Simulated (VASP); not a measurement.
A run of VASP 6.6.1 is set up as follows.

INCAR

```
SYSTEM = La
  PREC = Accurate
  ENCUT = 520
  EDIFF = 1E-7
  ISMEAR = -1
  SIGMA = 0.05
  LREAL = .FALSE.
  LASPH = .TRUE.
  NELM = 100
  ALGO = Normal
  ISIF = 2
  LWAVE = .FALSE.
  LCHARG = .TRUE.
  GGA = RP
  IVDW = 12
  LELF = .TRUE.
  LVHAR = .TRUE.
  NBANDS = 18
```

Contents of KPOINTS:

```
Automatic mesh
0
G
  8 8 5
  0 0 0
```

POSCAR

```
La
1.0
    2.9246281954      0.0000000000      0.0000000000
   -1.4623140977      2.5328023138      0.0000000000
    0.0000000000      0.0000000000      4.9594710115
La
2
Direct
    0.6666666667      0.3333333333      0.7500000000
    0.3333333333      0.6666666667      0.2500000000
```

Potentials or basis: VASP PAW PBE potentials, release 64 (La).

Command:

```bash
$ cat potpaw_PBE.64/La/POTCAR > POTCAR
$ mpirun -np 1 vasp_std > vasp.out
```

**Question.** Estimate the band gap on the k mesh.

**Answer.** Zero (bands 11 and 12 overlap by 2.91 eV).

**Question.** What does it give for the dispersion energy per atom?

**Answer.** -7.418 eV.

**Question.** Predict the pressure.

**Answer.** 0.2 GPa.

Stress tensor (GPa, compression positive):
```
 0.32  0.00  0.00
 0.00  0.32  0.00
 0.00  0.00 -0.02
```

Caveat: the dispersion term is far too large for a dense solid, which distorts pressure and volume; the PAW data sets were made with another functional, which shifts forces and pressure a little; spin-orbit coupling is left out, which moves the levels of the heavy elements.
